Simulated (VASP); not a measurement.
# Ba3HfO (P4/mmm) in VASP: a series of runs

Runs on Ba3HfO. Level: PBE. Tasks: single point.

Everything below comes from runs of VASP 6.6.1. Logs are shortened: lines on timing, memory, paths and dates and some standing lists are left out, and cuts for length are marked.

## Step 1: The cell of the first run

Symmetry: P4/mmm, No. 123, tetragonal system. Conventional cell: a = 5.840 Å, b = 5.840 Å, c = 6.630 Å, α = 90.00°, β = 90.00°, γ = 90.00°. Within 3.8 Å of Ba (site symmetry mmm) lie 2 Hf at 2.92 Å and 2 O at 2.92 Å. Ba (site symmetry 4/mmm) has 2 Hf at 3.32 Å within 4.4 Å. Within 3.8 Å of Hf (site symmetry 4/mmm) lie 6 Ba at 2.92 to 3.32 Å. Within 3.8 Å of O (site symmetry 4/mmm) lie 4 Ba at 2.92 Å.

## Step 2: Single point, PBE

Contents of INCAR:

```
PREC = Accurate ; ENCUT = 520
EDIFF = 1E-6 ; ISMEAR = 0
SIGMA = 0.1 ; LREAL = F
LASPH = T ; NELM = 60
ALGO = Normal ; ISIF = 2
LWAVE = F ; LCHARG = F
GGA = PE ; NBANDS = 31
```

Contents of KPOINTS:

```
Automatic mesh
0
Gamma
  4 4 4
```

Contents of POSCAR:

```
Ba3HfO
1.0
    5.8396621268      0.0000000000      0.0000000000
    0.0000000000      5.8396621268      0.0000000000
    0.0000000000      0.0000000000      6.6301099640
Ba Hf O
3 1 1
Direct
    0.5000000000      0.0000000000      0.5000000000
    0.0000000000      0.5000000000      0.5000000000
    0.0000000000      0.0000000000      0.0000000000
    0.0000000000      0.0000000000      0.5000000000
    0.5000000000      0.5000000000      0.5000000000
```

Potentials or basis: VASP PAW PBE potentials, release 64 (Ba_sv, Hf_pv, O).

Run with:

```bash
> cat potpaw_PBE.64/Ba_sv/POTCAR potpaw_PBE.64/Hf_pv/POTCAR potpaw_PBE.64/O/POTCAR > POTCAR
> mpirun -np 1 vasp_std > vasp.out
```

OUTCAR:

```text
PREC = Accurate
   ENCUT = 520
   EDIFF = 1E-6
   ISMEAR = 0
   LREAL = F
   LASPH = T
   NELM = 60
   ISIF = 2
   GGA = PE

 ion  position               nearest neighbor table
   1  0.500  0.000  0.500-   4 2.92   5 2.92   5 2.92   4 2.92   2 4.13   2 4.13   2 4.13   2 4.13
                             3 4.42   3 4.42   3 4.42   3 4.42
   2  0.000  0.500  0.500-   4 2.92   5 2.92   4 2.92   5 2.92   1 4.13   1 4.13   1 4.13   1 4.13
                             3 4.42   3 4.42   3 4.42   3 4.42
   3  0.000  0.000  0.000-   4 3.32   4 3.32   1 4.42   1 4.42   2 4.42   2 4.42   2 4.42   2 4.42
                             1 4.42   1 4.42
   4  0.000  0.000  0.500-   1 2.92   2 2.92   2 2.92   1 2.92   3 3.32   3 3.32
   5  0.500  0.500  0.500-   1 2.92   2 2.92   1 2.92   2 2.92

  LATTYP: Found a simple tetragonal cell.
 ALAT       =     5.8396621268
 C/A-ratio  =     1.1353584882

  Lattice vectors:

 A1 = (   5.8396621268,   0.0000000000,   0.0000000000)
 A2 = (   0.0000000000,   5.8396621268,   0.0000000000)
 A3 = (   0.0000000000,   0.0000000000,   6.6301099640)

Analysis of symmetry for initial positions (statically):
=====================================================================
 Subroutine PRICEL returns:
 Original cell was already a primitive cell.

 Routine SETGRP: Setting up the symmetry group for a
 simple tetragonal supercell.

 Subroutine GETGRP returns: Found 16 space group operations
 (whereof 16 operations were pure point group operations)
 out of a pool of 16 trial point group operations.

The static configuration has the point symmetry D_4h.

Analysis of symmetry for dynamics (positions and initial velocities):
=====================================================================
 Subroutine PRICEL returns:
 Original cell was already a primitive cell.

 Routine SETGRP: Setting up the symmetry group for a
 simple tetragonal supercell.

 Subroutine GETGRP returns: Found 16 space group operations
 (whereof 16 operations were pure point group operations)
 out of a pool of 16 trial point group operations.

The dynamic configuration has the point symmetry D_4h.

 Subroutine INISYM returns: Found 16 space group operations
 (whereof 16 operations are pure point group operations),
 and found     1 'primitive' translations

----------------------------------------------------------------------------------------

                                     Primitive cell

  volume of cell :     226.0977

  direct lattice vectors                    reciprocal lattice vectors
     5.839662127  0.000000000  0.000000000     0.171242784  0.000000000  0.000000000
     0.000000000  5.839662127  0.000000000     0.000000000  0.171242784  0.000000000
     0.000000000  0.000000000  6.630109964     0.000000000  0.000000000  0.150827061

  length of vectors
     5.839662127  5.839662127  6.630109964     0.171242784  0.171242784  0.150827061

  position of ions in fractional coordinates (direct lattice)
     0.500000000  0.000000000  0.500000000
     0.000000000  0.500000000  0.500000000
     0.000000000  0.000000000  0.000000000
     0.000000000  0.000000000  0.500000000
     0.500000000  0.500000000  0.500000000

  ion indices of the primitive-cell ions
   primitive index   ion index
                 1           1
                 2           2
                 3           3
                 4           4
                 5           5

----------------------------------------------------------------------------------------

 KPOINTS: Automatic mesh

Automatic generation of k-mesh.
 Grid dimensions read from file:
 generate k-points for:    4    4    4

 Generating k-lattice:

  Cartesian coordinates                     Fractional coordinates (reciprocal lattice)
     0.042810696  0.000000000  0.000000000     0.250000000  0.000000000  0.000000000
     0.000000000  0.042810696  0.000000000     0.000000000  0.250000000  0.000000000
     0.000000000  0.000000000  0.037706765     0.000000000  0.000000000  0.250000000

  Length of vectors
     0.042810696  0.042810696  0.037706765

  Shift w.r.t. Gamma in fractional coordinates (k-lattice)
     0.000000000  0.000000000  0.000000000

 Subroutine IBZKPT returns following result:
 ===========================================

 Found     18 irreducible k-points:

 Following reciprocal coordinates:
            Coordinates               Weight
  0.000000  0.000000  0.000000      1.000000
  0.250000  0.000000  0.000000      4.000000
  0.500000  0.000000  0.000000      2.000000
  0.250000  0.250000  0.000000      4.000000
  0.500000  0.250000  0.000000      4.000000
  0.500000  0.500000  0.000000      1.000000
[... 10 lines left out ...]
  0.500000  0.250000  0.500000      4.000000
  0.500000  0.500000  0.500000      1.000000
   k-points           NKPTS =     18   k-points in BZ     NKDIM =     18   number of bands    NBANDS=     31
   number of dos      NEDOS =    301   number of ions     NIONS =      5
   total plane-waves  NPLWV = 115200
   dimension x,y,z NGX =    48 NGY =   48 NGZ =   50
   dimension x,y,z NGXF=    96 NGYF=   96 NGZF=  100
   ions per type =               3   1   1
   NGX,Y,Z   is equivalent  to a cutoff of  13.66, 13.66, 12.54 a.u.
   NGXF,Y,Z  is equivalent  to a cutoff of  27.33, 27.33, 25.07 a.u.
 SYSTEM =  unknown system
   PREC   = accura    normal or accurate (medium, high low for compatibility)
   ISTART =      0    job   : 0-new  1-cont  2-samecut
   ICHARG =      2    charge: 1-file 2-atom 10-const
   ISPIN  =      1    spin polarized calculation?
   LNONCOLLINEAR =      F non collinear calculations
   LSORBIT =      F    spin-orbit coupling
   LASPH  =      T    aspherical Exc in radial PAW
   ENCUT  =  520.0 eV  38.22 Ry    6.18 a.u.  10.86 10.86 12.33*2*pi/ulx,y,z
   NELM   =     60;   NELMIN=  2; NELMDL= -5     # of ELM steps
   EDIFF  = 0.1E-05   stopping-criterion for ELM
   LREAL  =      F    real-space projection
   EDIFFG = 0.1E-04   stopping-criterion for IOM
   NSW    =      0    number of steps for IOM
   IBRION =     -1    ionic relax: 0-MD 1-quasi-New 2-CG
   NFREE  =      0    steps in history (QN), initial steepest desc. (CG)
   ISIF   =      2    stress and relaxation
   ISYM   =      2    0-nonsym 1-usesym 2-fastsym
   POTIM  = 0.5000    time-step for ionic-motion
   TEBEG  =    0.0;   TEEND  =   0.0 temperature during run
   PSTRESS=    0.0 pullay stress
   NELECT =      46.0000    total number of electrons
   NUPDOWN=      -1.0000    fix difference up-down
   EMIN   =  10.00;   EMAX   =-10.00  energy-range for DOS
   EFERMI =   0.00;   METHOD = LEGACY
   ISMEAR =     0;   SIGMA  =   0.10  broadening in eV -4-tet -1-fermi 0-gaus
   EFERMI_NEDOS =   21; number of points for ismear=-14 and -15
   IALGO  =     38    algorithm
   IMIX   =      4    mixing-type and parameters
     AMIX     =   0.40;   BMIX     =  1.00
     AMIX_MAG =   1.60;   BMIX_MAG =  1.00
  volume/ion in A,a.u.               =      45.22       305.16
  Fermi-wavevector in a.u.,A,eV,Ry     =   0.962858  1.819537 12.613889  0.927095
  Thomas-Fermi vector in A             =   2.092353
   LORBIT       =      0    0 simple, 1 ext, 2 COOP (PROOUT), +10 PAW based schemes
   GGA     = PE    functional components
   LHFCALC =     F    Hartree Fock is set to
   AEXX    =    0.0000 exact exchange contribution
   IVDW    =     0    specifies the selected vdW correction
   LEPSILON=     F    determine dielectric tensor
   LRPA    =     F    only Hartree local field effects (RPA)
 non-spin polarized calculation
 Gauss-broadening in eV      SIGMA  =   0.10
  energy-cutoff  :      520.00
  volume of cell :      226.10
 maximum number of plane-waves:      6120
 NGX is ok and might be reduce to    48
   NGX = 21   NGY = 21   NGZ = 25

 number of electron      45.9999993 magnetization

 Free energy of the ion-electron system (eV)
  ---------------------------------------------------
  ext. energy  EPLUGINS =         0.00000000
  ---------------------------------------------------
  free energy    TOTEN  =       -18.33309275 eV

  energy without entropy =      -18.28843673  energy(sigma->0) =      -18.31076474

 E-fermi :   1.3437     XC(G=0):  -7.3696

 val. band max:        1.3258940547   @ k =   0.5000   0.0000   0.2500
 cond. band min:       1.3534774015   @ k =   0.2500   0.0000   0.5000
 fundamental gap:      0.0275833469
 Fermi energy:         1.3436540703

 k-point     1 :       0.0000    0.0000    0.0000
  band No.  band energies     occupation
      1     -29.5293      2.00000
      2     -29.5293      2.00000
      3     -29.2732      2.00000
      4     -27.5644      2.00000
      5     -26.3188      2.00000
      6     -26.2429      2.00000
[... 23 lines left out ...]
     30       4.8671      0.00000
     31       4.8674      0.00000

 k-point     2 :       0.2500    0.0000    0.0000
  band No.  band energies     occupation
      1     -29.5513      2.00000
      2     -29.5292      2.00000
      3     -29.2731      2.00000
      4     -27.5642      2.00000
      5     -26.2926      2.00000
      6     -26.2216      2.00000
[... 23 lines left out ...]
     30       4.1273      0.00000
     31       4.5253      0.00000

 k-point     3 :       0.5000    0.0000    0.0000
  band No.  band energies     occupation
      1     -29.5728      2.00000
      2     -29.5292      2.00000
      3     -29.2730      2.00000
      4     -27.5640      2.00000
      5     -26.2797      2.00000
      6     -26.1872      2.00000
[... 23 lines left out ...]
     30       3.6874      0.00000
     31       3.7989      0.00000

 k-point     4 :       0.2500    0.2500    0.0000
  band No.  band energies     occupation
      1     -29.5513      2.00000
      2     -29.5512      2.00000
      3     -29.2730      2.00000
      4     -27.5639      2.00000
      5     -26.2523      2.00000
      6     -26.2142      2.00000
[... 23 lines left out ...]
     30       4.1601      0.00000
     31       4.2536      0.00000

 k-point     5 :       0.5000    0.2500    0.0000
  band No.  band energies     occupation
      1     -29.5728      2.00000
      2     -29.5512      2.00000
      3     -29.2730      2.00000
      4     -27.5637      2.00000
      5     -26.2326      2.00000
      6     -26.1864      2.00000
[... 23 lines left out ...]
     30       3.5826      0.00000
     31       3.8010      0.00000
[... 338 lines left out ...]
     30       3.3769      0.00000
     31       3.7937      0.00000

 k-point    16 :       0.2500    0.2500    0.5000
  band No.  band energies     occupation
      1     -29.5513      2.00000
      2     -29.5512      2.00000
      3     -29.2831      2.00000
      4     -27.5478      2.00000
      5     -26.2526      2.00000
      6     -26.2141      2.00000
[... 23 lines left out ...]
     30       2.7422      0.00000
     31       2.8617      0.00000

 k-point    17 :       0.5000    0.2500    0.5000
  band No.  band energies     occupation
      1     -29.5727      2.00000
      2     -29.5512      2.00000
      3     -29.2830      2.00000
      4     -27.5477      2.00000
      5     -26.2327      2.00000
      6     -26.1864      2.00000
[... 23 lines left out ...]
     30       3.6778      0.00000
     31       3.7785      0.00000

 k-point    18 :       0.5000    0.5000    0.5000
  band No.  band energies     occupation
      1     -29.5727      2.00000
      2     -29.5727      2.00000
      3     -29.2829      2.00000
      4     -27.5476      2.00000
      5     -26.1857      2.00000
      6     -26.1857      2.00000
[... 23 lines left out ...]
     30       3.6692      0.00000
     31       3.8786      0.00000

------------------------ aborting loop because EDIFF is reached ----------------------------------------

  FORCE on cell =-STRESS in cart. coord.  units (eV):
  Direction    XX          YY          ZZ          XY          YZ          ZX
  --------------------------------------------------------------------------------------
  -------------------------------------------------------------------------------------
  Total        1.2399707      1.2399707      0.8997198      0.0000000      0.0000000     -0.0000000
  in kB        8.7867009      8.7867009      6.3756090      0.0000000      0.0000000     -0.0000000
  external PRESSURE =       7.9830036 kB  Pullay stress =       0.0000000 kB

 VOLUME and BASIS-vectors are now :
 -----------------------------------------------------------------------------
  energy-cutoff  :      520.00
  volume of cell :      226.10
      direct lattice vectors                 reciprocal lattice vectors
     5.839662127  0.000000000  0.000000000     0.171242784  0.000000000  0.000000000
     0.000000000  5.839662127  0.000000000     0.000000000  0.171242784  0.000000000
     0.000000000  0.000000000  6.630109964     0.000000000  0.000000000  0.150827061

 POSITION                                       TOTAL-FORCE (eV/Angst)
 -----------------------------------------------------------------------------------
      2.91983      0.00000      3.31505         0.000000      0.000000      0.000000
      0.00000      2.91983      3.31505         0.000000      0.000000      0.000000
      0.00000      0.00000      0.00000         0.000000      0.000000      0.000000
      0.00000      0.00000      3.31505         0.000000      0.000000      0.000000
      2.91983      2.91983      3.31505         0.000000      0.000000      0.000000
 -----------------------------------------------------------------------------------
    total drift:                                0.000000     -0.000000     -0.000000

  FREE ENERGIE OF THE ION-ELECTRON SYSTEM (eV)
  ---------------------------------------------------
  free  energy   TOTEN  =       -18.3330927451 eV

  energy  without entropy=      -18.2884367344  energy(sigma->0) =      -18.31076474
```

Run time: 4.5 min. Hardware: 1 thread of Intel Xeon Platinum 8488C (Sapphire Rapids), shared host; peak memory 0.4 GiB.

Results:

```
Free energy            : -18.3331 eV
Pressure               : 0.8 GPa
Band gap on the k mesh : zero (band 23 reaches 1.87 eV, above the bottom of band 24 at 0.54 eV)
```

Stress tensor (GPa, compression positive):
```
0.88 0.00 0.00
0.00 0.88 0.00
0.00 0.00 0.64
```

Caveat: spin-orbit coupling is left out, which moves the levels of the heavy elements.

## Step 3: Single point, PBE

This run uses another cell than the first one, of 32.17 Å³/atom, 0.711 times its volume.

Contents of INCAR:

```
SYSTEM = Ba3HfO
PREC     = Accurate       ! precision mode
ENCUT    = 520            ! plane-wave cutoff, eV
EDIFF    = 1E-6           ! SCF threshold, eV
ISMEAR   = 0              ! smearing method
SIGMA    = 0.1            ! smearing width, eV
LREAL    = .FALSE.        ! projectors in reciprocal space
LASPH    = .TRUE.         ! aspherical terms in the spheres
NELM     = 80             ! most SCF steps
ALGO     = Normal         ! electronic algorithm
ISIF     = 2              ! what is computed and relaxed
LWAVE    = .FALSE.        ! write WAVECAR
LCHARG   = .FALSE.        ! write CHGCAR
GGA      = PE             ! functional
NBANDS   = 31             ! bands
```

Contents of KPOINTS:

```
Automatic mesh
0
G
  4 4 4
  0 0 0
```

Changes to POSCAR since step 2:

```diff
@@ -2,5 +2,5 @@
 1.0
-    5.8396621268      0.0000000000      0.0000000000
-    0.0000000000      5.8396621268      0.0000000000
-    0.0000000000      0.0000000000      6.6301099640
+    5.2875520200      0.0000000000      0.0000000000
+    0.0000000000      5.2875520200      0.0000000000
+    0.0000000000      0.0000000000      5.7534667500
 Ba Hf O
```

Potentials or basis: VASP PAW PBE potentials, release 64 (Ba_sv, Hf_pv, O).

Run with:

```bash
> cat potpaw_PBE.64/Ba_sv/POTCAR potpaw_PBE.64/Hf_pv/POTCAR potpaw_PBE.64/O/POTCAR > POTCAR
> mpirun -np 1 vasp_std > vasp.out
```

Run time: 2.8 min. Hardware: 1 thread of Intel Xeon Platinum 8488C (Sapphire Rapids), shared host; peak memory 0.31 GiB.

It converged, with:

```yaml
Free_energy: -16.2093 eV
Pressure: 13.0 GPa
Band_gap_on_the_k_mesh: zero (band 23 reaches 3.77 eV, above the bottom of band 24 at 2.03 eV)
```

Stress tensor (GPa, compression positive):
```
14.28  0.00  0.00
 0.00 14.28  0.00
 0.00  0.00 10.34
```

Levels at points of the mesh, in eV from the Fermi level:
| k point | band 19 | band 20 | band 21 | band 22 | band 23 | band 24 | band 25 | band 26 | band 27 | band 28 |
| --- | --- | --- | --- | --- | --- | --- | --- | --- | --- | --- |
| (0.00, 0.00, 0.00) | -2.24 | -2.24 | -1.39 | -1.09 | -0.71 | -0.71 | -0.32 | -0.26 | 0.13 | 3.29 |
| (0.50, 0.00, 0.00) | -1.79 | -1.76 | -1.10 | -0.40 | -0.31 | -0.19 | -0.14 | 0.51 | 2.05 | 2.55 |
| (0.50, 0.50, 0.00) | -2.01 | -1.17 | -0.33 | -0.33 | 0.58 | 1.04 | 1.04 | 1.10 | 1.89 | 2.45 |
| (0.00, 0.00, 0.50) | -1.32 | -1.09 | -1.09 | -0.71 | -0.71 | -0.31 | 0.18 | 1.26 | 1.65 | 1.94 |
| (0.50, 0.00, 0.50) | -1.05 | -0.92 | -0.72 | -0.11 | 0.24 | 0.40 | 1.06 | 1.06 | 1.29 | 1.43 |
| (0.50, 0.50, 0.50) | -2.32 | -0.38 | 0.25 | 0.25 | 1.03 | 1.22 | 1.22 | 1.47 | 2.28 | 2.94 |

Caveat: spin-orbit coupling is left out, which moves the levels of the heavy elements.
